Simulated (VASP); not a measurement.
Input of a VASP 6.6.1 run:

The input INCAR:

```
ALGO = Normal
EDIFF = 1E-7
ENCUT = 520
GGA = PE
ISIF = 2
ISMEAR = 0
LASPH = True
LCHARG = False
LREAL = False
LWAVE = False
NBANDS = 24
NELM = 60
PREC = Accurate
SIGMA = 0.1
```

File KPOINTS:

```
k-points
0
Gamma
  6 6 4
```

File POSCAR:

```
ScTa2
1.0
    4.0145788800      0.0000000000      0.0000000000
   -2.0072894400      3.4767272900      0.0000000000
    0.0000000000      0.0000000000      4.3372394900
Sc Ta
1 2
Direct
    0.0000000000      0.0000000000      0.0000000000
    0.3333333300      0.6666666700      0.5087273300
    0.6666666700      0.3333333300      0.4912726700
```

Potentials or basis: VASP PAW PBE potentials, release 64 (Sc_sv, Ta_pv).

The run is started by

```bash
$ cat potpaw_PBE.64/Sc_sv/POTCAR potpaw_PBE.64/Ta_pv/POTCAR > POTCAR
$ mpirun -np 1 vasp_std > vasp.out
```

What does it give for the pressure?

22.3 GPa.

What does it give for the largest force?

0.194 eV/Å.

Stress tensor (GPa, compression positive):
```
 40.08   0.00   0.00
  0.00  40.08   0.00
  0.00   0.00 -13.40
```

Caveat: the k points lie up to 0.36 Å⁻¹ apart.
